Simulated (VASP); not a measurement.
Set up this calculation in VASP 6.6.1, as the native input.

```
Task                   : relaxation of cell and atoms
Functional             : PBE
Potentials or basis    : VASP PAW PBE potentials, release 64 (As, Se)
Cutoff                 : 600 eV
k mesh                 : 3 × 3 × 4
Occupations            : gaussian, width 0.1 eV
Spin                   : no spin polarisation
Dipole correction      : no
Further INCAR settings : ALGO = Normal; EDIFF = 1e-06; IBRION = 2; EDIFFG = -0.04; NSW = 90; ISIF = 3
```

The structure of AsSe3 lies in POSCAR:

```
AsSe3
1.0
    6.6188435100      0.0000000000      0.0000000000
   -3.3094217600      5.7320866200      0.0000000000
    0.0000000000      0.0000000000      5.3701978700
As Se
2 6
Direct
    0.3333333300      0.6666666700      0.7500000000
    0.6666666700      0.3333333300      0.2500000000
    0.1686046000      0.3372091900      0.2500000000
    0.6627908100      0.8313954000      0.2500000000
    0.1686046000      0.8313954000      0.2500000000
    0.8313954000      0.6627908100      0.7500000000
    0.3372091900      0.1686046000      0.7500000000
    0.8313954000      0.1686046000      0.7500000000
```

The cell was generated, and may not be a known phase.

One way to write it, as run:

INCAR

```
SYSTEM = AsSe3
ALGO = Normal ; EDIFF = 1E-6
EDIFFG = -0.04 ; ENCUT = 600
GGA = PE ; IBRION = 2
ISIF = 3 ; ISMEAR = 0
LASPH = .TRUE. ; LCHARG = .FALSE.
LREAL = .FALSE. ; LWAVE = .FALSE.
NELM = 100 ; NSW = 90
PREC = Accurate ; SIGMA = 0.1
```

KPOINTS

```
k-points
0
G
  3 3 4
  0 0 0
```

Potentials or basis: VASP PAW PBE potentials, release 64 (As, Se).

Launch:

```bash
$ cat potpaw_PBE.64/As/POTCAR potpaw_PBE.64/Se/POTCAR > POTCAR
$ mpirun -np 1 vasp_std > vasp.out
```

It gave:

```json
{
 "Relaxed volume": "23.11 Å³/atom",
 "Relaxed cell": "a = 7.692 Å, b = 7.692 Å, c = 3.608 Å, α = 90.00°, β = 90.00°, γ = 120.00°",
 "Space group after relaxing (to 0.1 Å)": "P6_3/mmc (No. 194)",
 "Energy gained by relaxing": "552.8 meV/atom",
 "Ionic steps": "19",
 "Pressure after relaxing": "0.1 GPa",
 "Largest force after relaxing": "0.007 eV/Å",
 "Band gap on the k mesh": "zero (bands 23 and 24 overlap by 1.52 eV)"
}
```

Caveat: the k points lie up to 0.44 Å⁻¹ apart in the final cell, too coarse for converged energies and pressures of a metal; a cell axis changed by over 15 % at a fixed basis, so the end point is rough.

It took 20 min on 1 thread of Intel(R) Xeon(R) 6975P-C (Granite Rapids), with other jobs on the host, peak memory 0.41 GiB.
